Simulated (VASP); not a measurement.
A run of VASP 6.6.1 is set up as follows.

The input INCAR:

```
SYSTEM = Ti
  PREC = Accurate
  ENCUT = 520
  EDIFF = 1E-6
  ISMEAR = -1
  SIGMA = 0.05
  LREAL = .FALSE.
  LASPH = .TRUE.
  NELM = 60
  ALGO = Normal
  ISIF = 2
  LWAVE = .FALSE.
  LCHARG = .FALSE.
  GGA = PE
  NBANDS = 12
```

File KPOINTS:

```
Automatic mesh
0
G
  14 14 14
  0 0 0
```

POSCAR

```
Ti
1.0
    0.0000000000      2.0199254961      2.0503000000
    2.0199254961      0.0000000000      2.0503000000
    2.0199254961      2.0199254961      0.0000000000
Ti
1
Direct
    0.0000000000      0.0000000000      0.0000000000
```

Potentials or basis: VASP PAW PBE potentials, release 64 (Ti_sv).

Run with:

```sh
$ cat potpaw_PBE.64/Ti_sv/POTCAR > POTCAR
$ mpirun -np 1 vasp_std > vasp.out
```

(1) What does it give for the band gap on the k mesh?

(2) Estimate the pressure.

## Answers

(1) zero (band 6 reaches 9.44 eV, above the bottom of band 7 at 8.17 eV).

(2) 4.1 GPa.
